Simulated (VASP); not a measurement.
# Ni (P6/mmm) in VASP: a series of runs, part 2 of 2

VASP 6.6.1.

## 3. Single point, LDA, collinear spin, ferromagnetic start

This run uses another cell than the first one: it holds 3 atoms, not 1.

File INCAR:

```
SYSTEM = Ni
PREC     = Accurate       ! precision mode
ENCUT    = 590            ! plane-wave cutoff, eV
EDIFF    = 1E-6           ! SCF threshold, eV
ISMEAR   = -1             ! smearing method
SIGMA    = 0.1            ! smearing width, eV
LREAL    = .False.        ! projectors in reciprocal space
LASPH    = .True.         ! aspherical terms in the spheres
NELM     = 200            ! most SCF steps
ALGO     = Normal         ! electronic algorithm
ISIF     = 2              ! what is computed and relaxed
LWAVE    = .False.        ! write WAVECAR
LCHARG   = .False.        ! write CHGCAR
ISPIN    = 2              ! spin polarisation
MAGMOM   = 1 1 1          ! initial moments
LORBIT   = 11             ! projections on sites
LMAXMIX  = 4              ! l up to which the mixer works
NBANDS   = 38             ! bands
GGA_COMPAT= .False.
```

File KPOINTS:

```
Automatic mesh
0
Gamma
  11 11 15
  0 0 0
```

File POSCAR:

```
Ni
1.0
    3.4321329161      0.0000000000      0.0000000000
   -1.7160664581      2.9723142945      0.0000000000
    0.0000000000      0.0000000000      2.0493715112
Ni
3
Direct
    0.0000000000      0.0000000000      0.0000000000
    0.3333333333      0.6666666667      0.5000000000
    0.6666666667      0.3333333333      0.5000000000
```

Potentials or basis: VASP PAW LDA potentials, release 64 (Ni_sv_GW).

Launch:

```console
$ cat potpaw_LDA.64/Ni_sv_GW/POTCAR > POTCAR
$ mpirun -np 1 vasp_std > vasp.out
```

OUTCAR:

```text
SYSTEM = Ni
   PREC = Accurate
   ENCUT = 590
   EDIFF = 1E-6
   ISMEAR = -1
   LREAL = .False.
   LASPH = .True.
   NELM = 200
   ISIF = 2
   ISPIN = 2
   LORBIT = 11

 ion  position               nearest neighbor table
   1  0.000  0.000  0.000-   2 2.23   3 2.23   2 2.23   3 2.23   3 2.23   3 2.23   2 2.23   2 2.23
                             3 2.23   3 2.23   2 2.23   2 2.23
   2  0.333  0.667  0.500-   3 1.98   3 1.98   3 1.98   1 2.23   1 2.23   1 2.23   1 2.23   1 2.23
                             1 2.23
   3  0.667  0.333  0.500-   2 1.98   2 1.98   2 1.98   1 2.23   1 2.23   1 2.23   1 2.23   1 2.23
                             1 2.23

  LATTYP: Found a hexagonal cell.
 ALAT       =     3.4321329161
 C/A-ratio  =     0.5971130959

  Lattice vectors:

 A1 = (   3.4321329161,   0.0000000000,   0.0000000000)
 A2 = (  -1.7160664581,   2.9723142945,   0.0000000000)
 A3 = (   0.0000000000,   0.0000000000,   2.0493715112)

Analysis of symmetry for initial positions (statically):
=====================================================================
 Subroutine PRICEL returns:
 Original cell was already a primitive cell.

 Routine SETGRP: Setting up the symmetry group for a
 hexagonal supercell.

 Subroutine GETGRP returns: Found 24 space group operations
 (whereof 24 operations were pure point group operations)
 out of a pool of 24 trial point group operations.

The static configuration has the point symmetry D_6h.

Analysis of symmetry for dynamics (positions and initial velocities):
=====================================================================
 Subroutine PRICEL returns:
 Original cell was already a primitive cell.

 Routine SETGRP: Setting up the symmetry group for a
 hexagonal supercell.

 Subroutine GETGRP returns: Found 24 space group operations
 (whereof 24 operations were pure point group operations)
 out of a pool of 24 trial point group operations.

[... 155 lines left out ...]

 Free energy of the ion-electron system (eV)
  ---------------------------------------------------
  ext. energy  EPLUGINS =         0.00000000
  ---------------------------------------------------
  free energy    TOTEN  =       -17.02905490 eV

  energy without entropy =      -16.86648346  energy(sigma->0) =      -16.94776918

 E-fermi :  14.4352     XC(G=0): -17.4978

 val. band max:       14.4345879540   @ k =   0.3636   0.1818   0.1333
 cond. band min:      14.4357728423   @ k =   0.3636   0.1818   0.1333
 fundamental gap:      0.0011848883
 Fermi energy:        14.4352457518

 spin component 1

 k-point     1 :       0.0000    0.0000    0.0000
  band No.  band energies     occupation
      1     -88.8419      1.00000
      2     -88.5168      1.00000
      3     -88.4334      1.00000
      4     -50.1412      1.00000
      5     -50.1412      1.00000
      6     -49.7015      1.00000
[... 973 lines left out ...]
     37      42.6698      0.00000
     38      44.2195      0.00000

 [... further k-points ...]

 spin component 2

 k-point     1 :       0.0000    0.0000    0.0000
  band No.  band energies     occupation
      1     -88.8407      1.00000
      2     -88.5157      1.00000
      3     -88.4320      1.00000
      4     -50.1400      1.00000
      5     -50.1400      1.00000
      6     -49.7002      1.00000
[... 973 lines left out ...]
     37      42.6699      0.00000
     38      44.2196      0.00000

 [... further k-points ...]
[... 5 lines left out ...]
  --------------------------------------------------------------------------------------
  -------------------------------------------------------------------------------------
  Total       29.6908171     29.6908171     29.6844881     -0.0000000     -0.0000000     -0.0000000
  in kB     2275.3761883   2275.3761883   2274.8911646     -0.0000000     -0.0000000     -0.0000000
  external PRESSURE =    2275.2145138 kB  Pullay stress =       0.0000000 kB

 VOLUME and BASIS-vectors are now :
 -----------------------------------------------------------------------------
  energy-cutoff  :      590.00
  volume of cell :       20.91
      direct lattice vectors                 reciprocal lattice vectors
     3.432132916  0.000000000  0.000000000     0.291364007  0.168219088  0.000000000
    -1.716066458  2.972314294  0.000000000     0.000000000  0.336438176  0.000000000
     0.000000000  0.000000000  2.049371511     0.000000000  0.000000000  0.487954475

 POSITION                                       TOTAL-FORCE (eV/Angst)
 -----------------------------------------------------------------------------------
      0.00000      0.00000      0.00000         0.000000      0.000000     -0.000000
     -0.00000      1.98154      1.02469         0.000000      0.000000      0.000000
      1.71607      0.99077      1.02469        -0.000000      0.000000     -0.000000
 -----------------------------------------------------------------------------------
    total drift:                               -0.000000      0.000000     -0.000000

  FREE ENERGIE OF THE ION-ELECTRON SYSTEM (eV)
  ---------------------------------------------------
  free  energy   TOTEN  =       -17.0290548986 eV

  energy  without entropy=      -16.8664834619  energy(sigma->0) =      -16.94776918

 total charge

# of ion       s       p       d       f       tot
--------------------------------------------------
    1        2.345   6.630   8.014   0.022  17.011
    2        2.368   6.660   8.043   0.028  17.099
    3        2.368   6.660   8.043   0.028  17.099
--------------------------------------------------
tot          7.081  19.950  24.100   0.077  51.209

 magnetization (x)

# of ion       s       p       d       f       tot
--------------------------------------------------
    1        0.000  -0.000   0.001  -0.000   0.001
    2       -0.000  -0.000   0.001  -0.000   0.001
    3       -0.000  -0.000   0.001  -0.000   0.001
--------------------------------------------------
tot         -0.000  -0.000   0.003  -0.000   0.003
```

stdout:

```text
POSCAR found type information on POSCAR Ni
 POSCAR found :  1 types and       3 ions
 scaLAPACK will be used
 LDA part: xc-table for (Slater(with rela. corr.)+CA(PZ))
 , standard interpolation
 POSCAR, INCAR and KPOINTS ok, starting setup
 FFT: planning ... GRIDC
 FFT: planning ... GRID_SOFT
 FFT: planning ... GRID
 WAVECAR not read
 entering main loop
```

Wall time 8.2 min (1 thread of Intel Xeon Platinum 8259CL at 2.50GHz (Skylake/Cascade Lake), shared host); peak memory 0.29 GiB.

Results:

* Free energy: -17.0291 eV
* Pressure: 227.5 GPa
* Band gap on the k mesh: zero (filled and empty bands overlap)
* Net moment: 0.00 μB per cell
* Valence electrons inside the program's atomic spheres: Ni 17.01, 17.10 (each value once)

Caveat: the cell stands under pressure.
